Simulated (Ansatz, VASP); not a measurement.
# SnO in VASP and in Ansatz

The input INCAR:

```
ALGO = Normal ; EDIFF = 1E-6
ENCUT = 520 ; GGA = CA
ISIF = 2 ; ISMEAR = -1
LASPH = T ; LCHARG = F
LREAL = F ; LWAVE = F
NBANDS = 28 ; NELM = 100
PREC = Accurate ; SIGMA = 0.02
```

The input KPOINTS:

```
k-points
0
Gamma
  6 6 5
```

File POSCAR:

```
SnO
1.0
    3.8020000000     -0.0380200000     -0.0380200000
   -0.0380200000      3.8020000000     -0.0380200000
   -0.0483600000     -0.0483600000      4.8360000000
Sn O
2 2
Direct
    0.0000000000      0.5000000000      0.2385000000
    0.5000000000      0.0000000000      0.7615000000
    0.0000000000      0.0000000000      0.0000000000
    0.5000000000      0.5000000000      0.0000000000
```

Input for Ansatz:

```yaml
crystal:
  lattice:
    - [3.802, -0.03802, -0.03802]
    - [-0.03802, 3.802, -0.03802]
    - [-0.04836, -0.04836, 4.836]
  atoms:
    - { symbol: Sn, position: [0.0, 0.5, 0.2385] }
    - { symbol: Sn, position: [0.5, 0.0, 0.7615] }
    - { symbol: O, position: [0.0, 0.0, 0.0] }
    - { symbol: O, position: [0.5, 0.5, 0.0] }
kpoints:
  mp_grid: { grid: [6, 6, 5] }
  band_path:
    path:
      - [0.0, 0.0, 0.0]
      - [-0.5, 0.5, 0.0]
      - [-0.5, 0.5, 0.5]
      - [0.0, 0.0, 0.5]
      - [0.0, 0.0, 0.0]
      - [-0.5, 0.0, 0.5]
      - [0.0, 0.0, 0.0]
      - [-0.5, 0.0, 0.0]
    npoints: 5
scf:
  occupations: { method: fermi_dirac, width: 0.02 }
hamiltonian:
  xc: lda
  pseudopotentials: { kind: all_electron, lapw: { basis_error: 0.0005 } }
output:
  forces: true
  stress: true
  eigenvalues: true
```

Change from the starting cell: equal xy, yz and zx shear strains of -2 %.

Alike in both runs: task single point; functional LDA; k mesh 6 × 6 × 5; occupations fermi-dirac, width 0.02 eV; no spin polarisation.

|  | VASP | Ansatz |
| --- | --- | --- |
| version | VASP 6.6.1 | Ansatz 0.2.0 |
| potentials or method | VASP PAW LDA potentials, release 64 (Sn_d, O), cutoff 520 eV | all-electron LAPW, scalar-relativistic |

Ansatz gave:

| Property | Result |
| --- | --- |
| pressure (GPa) | -2.7 |
| traceless stress, the component that is largest in VASP (GPa) | 1.70 |
| rms of the force components (eV/Å) | 0.123 |

Problem. Which values does VASP return?

Solution. Pressure (GPa): -2.4; traceless stress, the component that is largest in VASP (GPa): 1.70; rms of the force components (eV/Å): 0.094.

LDA's correlation is that of Perdew and Zunger in VASP and of Perdew and Wang (1992) in Ansatz. Atom by atom the forces differ by 0.045 eV/Å (rms over components). Ansatz ran all-electron here, and VASP with PAW potentials.
